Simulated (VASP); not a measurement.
# CdF2 (Fm-3m) in VASP: notebook

Runs on CdF2. Level: PBE. Tasks: single point, relaxation of cell and atoms.

All numbers are computed with VASP 6.6.1; they aren't measurements. Logs are shortened: lines on timing, memory, paths and dates and some standing lists are left out, and cuts for length are marked.

### 1 The cell of the first run

Symmetry: Fm-3m, No. 225, cubic system. The conventional cell has a = 5.481 Å, b = 5.481 Å, c = 5.481 Å, α = 90.00°, β = 90.00°, γ = 90.00°. Within 3.1 Å of Cd (site symmetry m-3m) lie 8 F at 2.37 Å. Within 3.1 Å of F (site symmetry -43m) lie 4 Cd at 2.37 Å and 6 F at 2.74 Å.

### 2 Single point, PBE

INCAR

```
SYSTEM = CdF2
PREC = Accurate
ENCUT = 600
EDIFF = 1E-6
ISMEAR = 0
SIGMA = 0.01
LREAL = .FALSE.
LASPH = .TRUE.
NELM = 120
ALGO = Normal
ISIF = 2
LWAVE = .FALSE.
LCHARG = .FALSE.
GGA = PE
NBANDS = 20
GGA_COMPAT = .FALSE.
```

KPOINTS

```
Automatic mesh
0
G
  5 5 5
  0 0 0
```

POSCAR

```
CdF2
1.0
    0.0000000000      2.7406666076      2.7406666076
    2.7406666076      0.0000000000      2.7406666076
    2.7406666076      2.7406666076      0.0000000000
Cd F
1 2
Direct
    0.0000000000      0.0000000000      0.0000000000
    0.2500000000      0.2500000000      0.2500000000
    0.7500000000      0.7500000000      0.7500000000
```

Potentials or basis: VASP PAW PBE potentials, release 64 (Cd, F).

Started as:

```sh
cat potpaw_PBE.64/Cd/POTCAR potpaw_PBE.64/F/POTCAR > POTCAR
mpirun -np 1 vasp_std > vasp.out
```

OUTCAR:

```text
SYSTEM = CdF2
   PREC = Accurate
   ENCUT = 600
   EDIFF = 1E-6
   ISMEAR = 0
   LREAL = .FALSE.
   LASPH = .TRUE.
   NELM = 120
   ISIF = 2
   GGA = PE

 ion  position               nearest neighbor table
   1  0.000  0.000  0.000-   2 2.37   3 2.37   3 2.37   3 2.37   3 2.37   2 2.37   2 2.37   2 2.37

   2  0.250  0.250  0.250-   1 2.37   1 2.37   1 2.37   1 2.37
   3  0.750  0.750  0.750-   1 2.37   1 2.37   1 2.37   1 2.37

  LATTYP: Found a face centered cubic cell.
 ALAT       =     5.4813332152

  Lattice vectors:

 A1 = (   0.0000000000,   2.7406666076,   2.7406666076)
 A2 = (   2.7406666076,   0.0000000000,   2.7406666076)
 A3 = (   2.7406666076,   2.7406666076,   0.0000000000)

Analysis of symmetry for initial positions (statically):
=====================================================================
 Subroutine PRICEL returns:
 Original cell was already a primitive cell.

 Routine SETGRP: Setting up the symmetry group for a
 face centered cubic supercell.

 Subroutine GETGRP returns: Found 48 space group operations
 (whereof 48 operations were pure point group operations)
 out of a pool of 48 trial point group operations.

The static configuration has the point symmetry O_h .

Analysis of symmetry for dynamics (positions and initial velocities):
=====================================================================
 Subroutine PRICEL returns:
 Original cell was already a primitive cell.

 Routine SETGRP: Setting up the symmetry group for a
 face centered cubic supercell.

 Subroutine GETGRP returns: Found 48 space group operations
 (whereof 48 operations were pure point group operations)
 out of a pool of 48 trial point group operations.

The dynamic configuration has the point symmetry O_h .

 Subroutine INISYM returns: Found 48 space group operations
 (whereof 48 operations are pure point group operations),
 and found     1 'primitive' translations

----------------------------------------------------------------------------------------

                                     Primitive cell

  volume of cell :      41.1717

  direct lattice vectors                    reciprocal lattice vectors
     0.000000000  2.740666608  2.740666608    -0.182437367  0.182437367  0.182437367
     2.740666608  0.000000000  2.740666608     0.182437367 -0.182437367  0.182437367
     2.740666608  2.740666608  0.000000000     0.182437367  0.182437367 -0.182437367

  length of vectors
     3.875887886  3.875887886  3.875887886     0.315990789  0.315990789  0.315990789

  position of ions in fractional coordinates (direct lattice)
     0.000000000  0.000000000  0.000000000
     0.250000000  0.250000000  0.250000000
     0.750000000  0.750000000  0.750000000

  ion indices of the primitive-cell ions
   primitive index   ion index
                 1           1
                 2           2
                 3           3

----------------------------------------------------------------------------------------

 KPOINTS: Automatic mesh

Automatic generation of k-mesh.
 Grid dimensions read from file:
 generate k-points for:    5    5    5

 Generating k-lattice:

  Cartesian coordinates                     Fractional coordinates (reciprocal lattice)
    -0.036487473  0.036487473  0.036487473     0.200000000  0.000000000  0.000000000
     0.036487473 -0.036487473  0.036487473     0.000000000  0.200000000  0.000000000
     0.036487473  0.036487473 -0.036487473     0.000000000  0.000000000  0.200000000

  Length of vectors
     0.063198158  0.063198158  0.063198158

  Shift w.r.t. Gamma in fractional coordinates (k-lattice)
     0.000000000  0.000000000  0.000000000

 Subroutine IBZKPT returns following result:
 ===========================================

 Found     10 irreducible k-points:

 Following reciprocal coordinates:
            Coordinates               Weight
  0.000000  0.000000  0.000000      1.000000
  0.200000  0.000000  0.000000      8.000000
  0.400000  0.000000  0.000000      8.000000
  0.200000  0.200000  0.000000      6.000000
  0.400000  0.200000  0.000000     24.000000
 -0.400000  0.200000  0.000000     24.000000
 -0.200000  0.200000  0.000000     12.000000
  0.400000  0.400000  0.000000      6.000000
 -0.400000  0.400000  0.000000     12.000000
 -0.400000  0.400000  0.200000     24.000000
   k-points           NKPTS =     10   k-points in BZ     NKDIM =     10   number of bands    NBANDS=     20
   number of dos      NEDOS =    301   number of ions     NIONS =      3
   total plane-waves  NPLWV =  32768
   dimension x,y,z NGX =    32 NGY =   32 NGZ =   32
   dimension x,y,z NGXF=    64 NGYF=   64 NGZF=   64
   ions per type =               1   2
   NGX,Y,Z   is equivalent  to a cutoff of  13.73, 13.73, 13.73 a.u.
   NGXF,Y,Z  is equivalent  to a cutoff of  27.45, 27.45, 27.45 a.u.
 SYSTEM =  CdF2
   PREC   = accura    normal or accurate (medium, high low for compatibility)
   ISTART =      0    job   : 0-new  1-cont  2-samecut
   ICHARG =      2    charge: 1-file 2-atom 10-const
   ISPIN  =      1    spin polarized calculation?
   LNONCOLLINEAR =      F non collinear calculations
   LSORBIT =      F    spin-orbit coupling
   LASPH  =      T    aspherical Exc in radial PAW
   ENCUT  =  600.0 eV  44.10 Ry    6.64 a.u.   7.74  7.74  7.74*2*pi/ulx,y,z
   NELM   =    120;   NELMIN=  2; NELMDL= -5     # of ELM steps
   EDIFF  = 0.1E-05   stopping-criterion for ELM
   LREAL  =      F    real-space projection
   EDIFFG = 0.1E-04   stopping-criterion for IOM
   NSW    =      0    number of steps for IOM
   IBRION =     -1    ionic relax: 0-MD 1-quasi-New 2-CG
   NFREE  =      0    steps in history (QN), initial steepest desc. (CG)
   ISIF   =      2    stress and relaxation
   ISYM   =      2    0-nonsym 1-usesym 2-fastsym
   POTIM  = 0.5000    time-step for ionic-motion
   TEBEG  =    0.0;   TEEND  =   0.0 temperature during run
   PSTRESS=    0.0 pullay stress
   NELECT =      26.0000    total number of electrons
   NUPDOWN=      -1.0000    fix difference up-down
   EMIN   =  10.00;   EMAX   =-10.00  energy-range for DOS
   EFERMI =   0.00;   METHOD = LEGACY
   ISMEAR =     0;   SIGMA  =   0.01  broadening in eV -4-tet -1-fermi 0-gaus
   EFERMI_NEDOS =   21; number of points for ismear=-14 and -15
   IALGO  =     38    algorithm
   IMIX   =      4    mixing-type and parameters
     AMIX     =   0.40;   BMIX     =  1.00
     AMIX_MAG =   1.60;   BMIX_MAG =  1.00
  volume/ion in A,a.u.               =      13.72        92.61
  Fermi-wavevector in a.u.,A,eV,Ry     =   1.404537  2.654189 26.840528  1.972723
  Thomas-Fermi vector in A             =   2.527088
   LORBIT       =      0    0 simple, 1 ext, 2 COOP (PROOUT), +10 PAW based schemes
   GGA     = PE    functional components
   LHFCALC =     F    Hartree Fock is set to
   AEXX    =    0.0000 exact exchange contribution
   IVDW    =     0    specifies the selected vdW correction
   LEPSILON=     F    determine dielectric tensor
   LRPA    =     F    only Hartree local field effects (RPA)
 non-spin polarized calculation
 Gauss-broadening in eV      SIGMA  =   0.01
  energy-cutoff  :      600.00
  volume of cell :       41.17
 maximum number of plane-waves:      1389
   NGX = 15   NGY = 15   NGZ = 15

 number of electron      25.9999991 magnetization

 Free energy of the ion-electron system (eV)
  ---------------------------------------------------
  ext. energy  EPLUGINS =         0.00000000
  ---------------------------------------------------
  free energy    TOTEN  =       -10.90862238 eV

  energy without entropy =      -10.90862238  energy(sigma->0) =      -10.90862238

 E-fermi :  -1.7143     XC(G=0): -10.1344

 val. band max:       -1.7668539470   @ k =  -0.4000   0.4000   0.2000
 cond. band min:       1.2006881924   @ k =   0.0000   0.0000   0.0000
 fundamental gap:      2.9675421394
 Fermi energy:        -1.7142521601

 k-point     1 :       0.0000    0.0000    0.0000
  band No.  band energies     occupation
      1     -22.2201      2.00000
      2     -21.2513      2.00000
      3      -7.1665      2.00000
      4      -7.1665      2.00000
      5      -7.1665      2.00000
      6      -6.1713      2.00000
[... 12 lines left out ...]
     19      17.8395      0.00000
     20      17.8395      0.00000

 k-point     2 :       0.2000    0.0000    0.0000
  band No.  band energies     occupation
      1     -22.1130      2.00000
      2     -21.3456      2.00000
      3      -7.0482      2.00000
      4      -7.0482      2.00000
      5      -6.8140      2.00000
      6      -6.1946      2.00000
[... 12 lines left out ...]
     19      17.0147      0.00000
     20      17.1893      0.00000

 k-point     3 :       0.4000    0.0000    0.0000
  band No.  band energies     occupation
      1     -21.8605      2.00000
      2     -21.5728      2.00000
      3      -6.8962      2.00000
      4      -6.8962      2.00000
      5      -6.1379      2.00000
      6      -6.1379      2.00000
[... 12 lines left out ...]
     19      16.2379      0.00000
     20      16.8368      0.00000

 k-point     4 :       0.2000    0.2000    0.0000
  band No.  band energies     occupation
      1     -22.0846      2.00000
      2     -21.3666      2.00000
      3      -6.9696      2.00000
      4      -6.9696      2.00000
      5      -6.7467      2.00000
      6      -6.3403      2.00000
[... 12 lines left out ...]
     19      18.2397      0.00000
     20      19.1767      0.00000

 k-point     5 :       0.4000    0.2000    0.0000
  band No.  band energies     occupation
      1     -21.9040      2.00000
      2     -21.5197      2.00000
      3      -6.7897      2.00000
      4      -6.7736      2.00000
      5      -6.4002      2.00000
      6      -6.2313      2.00000
[... 12 lines left out ...]
     19      17.7871      0.00000
     20      19.2359      0.00000

 k-point     6 :      -0.4000    0.2000    0.0000
  band No.  band energies     occupation
      1     -21.7421      2.00000
      2     -21.6711      2.00000
      3      -6.7888      2.00000
      4      -6.7117      2.00000
      5      -6.1959      2.00000
      6      -6.1625      2.00000
[... 12 lines left out ...]
     19      16.6485      0.00000
     20      19.5576      0.00000

 k-point     7 :      -0.2000    0.2000    0.0000
  band No.  band energies     occupation
      1     -21.9668      2.00000
      2     -21.4704      2.00000
      3      -6.8981      2.00000
      4      -6.8645      2.00000
      5      -6.4070      2.00000
      6      -6.2900      2.00000
[... 12 lines left out ...]
     19      16.0336      0.00000
     20      19.3316      0.00000

 k-point     8 :       0.4000    0.4000    0.0000
  band No.  band energies     occupation
      1     -21.8538      2.00000
      2     -21.5449      2.00000
      3      -6.8155      2.00000
      4      -6.4909      2.00000
      5      -6.4909      2.00000
      6      -6.0819      2.00000
[... 12 lines left out ...]
     19      17.5693      0.00000
     20      19.2289      0.00000

 k-point     9 :      -0.4000    0.4000    0.0000
  band No.  band energies     occupation
      1     -21.7681      2.00000
      2     -21.6232      2.00000
      3      -6.8022      2.00000
      4      -6.4305      2.00000
      5      -6.2674      2.00000
      6      -6.1649      2.00000
[... 12 lines left out ...]
     19      18.3596      0.00000
     20      19.0595      0.00000

 k-point    10 :      -0.4000    0.4000    0.2000
  band No.  band energies     occupation
      1     -21.7675      2.00000
      2     -21.6319      2.00000
      3      -6.6908      2.00000
      4      -6.4999      2.00000
      5      -6.3970      2.00000
      6      -6.1437      2.00000
[... 12 lines left out ...]
     19      17.2465      0.00000
     20      19.1113      0.00000

------------------------ aborting loop because EDIFF is reached ----------------------------------------

  FORCE on cell =-STRESS in cart. coord.  units (eV):
  Direction    XX          YY          ZZ          XY          YZ          ZX
  --------------------------------------------------------------------------------------
  -------------------------------------------------------------------------------------
  Total        0.0983981      0.0983981      0.0983981      0.0000000     -0.0000000      0.0000000
  in kB        3.8291154      3.8291154      3.8291154      0.0000000     -0.0000000      0.0000000
  external PRESSURE =       3.8291154 kB  Pullay stress =       0.0000000 kB

 VOLUME and BASIS-vectors are now :
 -----------------------------------------------------------------------------
  energy-cutoff  :      600.00
  volume of cell :       41.17
      direct lattice vectors                 reciprocal lattice vectors
     0.000000000  2.740666608  2.740666608    -0.182437367  0.182437367  0.182437367
     2.740666608  0.000000000  2.740666608     0.182437367 -0.182437367  0.182437367
     2.740666608  2.740666608  0.000000000     0.182437367  0.182437367 -0.182437367

 POSITION                                       TOTAL-FORCE (eV/Angst)
 -----------------------------------------------------------------------------------
      0.00000      0.00000      0.00000         0.000000      0.000000      0.000000
      1.37033      1.37033      1.37033        -0.000000     -0.000000     -0.000000
      4.11100      4.11100      4.11100         0.000000      0.000000      0.000000
 -----------------------------------------------------------------------------------
    total drift:                                0.000000     -0.000000      0.000000

  FREE ENERGIE OF THE ION-ELECTRON SYSTEM (eV)
  ---------------------------------------------------
  free  energy   TOTEN  =       -10.9086223786 eV

  energy  without entropy=      -10.9086223786  energy(sigma->0) =      -10.90862238
```

Wall time 12 s (1 thread of AMD EPYC 7R13 (Zen 3), shared host); peak memory 0.14 GiB.

What came out:

- Free energy: -10.9086 eV
- Pressure: 0.4 GPa
- Band gap on the k mesh: 2.97 eV (least direct gap 3.45 eV)

Caveat: an odd mesh through Γ misses points on the zone boundary, where band edges can lie.

### 3 Relaxation of cell and atoms, PBE

This run uses another cell than the first one, of 13.03 Å³/atom.

INCAR

```
  PREC = Accurate
  ENCUT = 600
  EDIFF = 1E-7
  ISMEAR = 0
  SIGMA = 0.01
  LREAL = F
  LASPH = T
  NELM = 120
  ALGO = Normal
  ISIF = 3
  LWAVE = F
  LCHARG = F
  GGA = PE
  IBRION = 2
  NSW = 60
  EDIFFG = -0.01
  GGA_COMPAT = F
  NELMIN = 4
```

KPOINTS

```
regular mesh
0
Gamma
  5 5 5
```

POSCAR

```
CdF2
1.0
    0.0000000000      2.6940000000      2.6940000000
    2.6940000000      0.0000000000      2.6940000000
    2.6940000000      2.6940000000      0.0000000000
Cd F
1 2
Direct
    0.0000000000      0.0000000000      0.0000000000
    0.2500000000      0.2500000000      0.2500000000
    0.7500000000      0.7500000000      0.7500000000
```

Potentials or basis: VASP PAW PBE potentials, release 64 (Cd, F).

Started as:

```sh
cat potpaw_PBE.64/Cd/POTCAR potpaw_PBE.64/F/POTCAR > POTCAR
mpirun -np 1 vasp_std > vasp.out
```

Run time: 24 s. Hardware: 1 thread of AMD EPYC 7R13 (Zen 3), shared host; peak memory 0.14 GiB.

Results (log left out):

| Item | Value |
| --- | --- |
| Free energy | -10.9028 eV |
| Relaxed volume | 13.79 Å³/atom |
| Relaxed cell | a = 3.882 Å, b = 3.882 Å, c = 3.882 Å, α = 60.00°, β = 60.00°, γ = 60.00° |
| Space group after relaxing (to 0.1 Å) | Fm-3m (No. 225) |
| Energy gained by relaxing | 13.4 meV/atom |
| Ionic steps | 3 |
| Pressure after relaxing | 0.0 GPa |
| Band gap on the k mesh | 2.95 eV (least direct gap 3.43 eV) |

Step by step:
```csv
step,energy change (eV),largest force (eV/Å),pressure (GPa),volume (Å³)
1,0.0000,0.0000,6.01,39.10
2,-0.0379,0.0000,-1.24,41.94
3,-0.0402,0.0000,0.01,41.36
```

Final structure:
```
Cd F
1.0
     0.00000    2.74484    2.74484
     2.74484    0.00000    2.74484
     2.74484    2.74484    0.00000
Cd F
1 2
Direct
  0.00000 0.00000 0.00000
  0.25000 0.25000 0.25000
  0.75000 0.75000 0.75000
```

Levels at points of the mesh, in eV from the valence-band top:
```csv
k point,band 10,band 11,band 12,band 13,band 14,band 15,band 16,band 17
"(0.00, 0.00, 0.00)",-0.76,-0.48,-0.48,-0.48,2.95,12.51,12.51,12.51
```

Caveat: an odd mesh through Γ misses points on the zone boundary, where band edges can lie.
